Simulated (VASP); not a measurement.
A run of VASP 6.6.1 is set up as follows.

Contents of INCAR:

```
SYSTEM = Mg
  PREC = Accurate
  ENCUT = 600
  EDIFF = 1E-6
  ISMEAR = -1
  SIGMA = 0.1
  LREAL = .FALSE.
  LASPH = .TRUE.
  NELM = 120
  ALGO = Normal
  ISIF = 2
  LWAVE = .FALSE.
  LCHARG = .FALSE.
  GGA = PE
  NBANDS = 7
  GGA_COMPAT = .FALSE.
```

File KPOINTS:

```
Automatic mesh
0
G
  4 4 4
  0 0 0
```

POSCAR

```
Mg
1.0
   -2.2609472644      0.0000000000      2.2609472644
    0.0000000000      2.2609472644      2.2609472644
   -2.2609472644      2.2609472644      0.0000000000
Mg
1
Direct
    0.0000000000      0.0000000000      0.0000000000
```

Potentials or basis: VASP PAW PBE potentials, release 64 (Mg).

The run is started by

```sh
$ cat potpaw_PBE.64/Mg/POTCAR > POTCAR
$ mpirun -np 1 vasp_std > vasp.out
```

**Question.** What does it give for the pressure?

**Answer.** -0.4 GPa.

**Question.** Estimate the band gap on the k mesh.

**Answer.** Zero (band 1 reaches 4.03 eV, above the bottom of band 2 at 1.30 eV).

Caveat: the k points lie up to 0.60 Å⁻¹ apart.
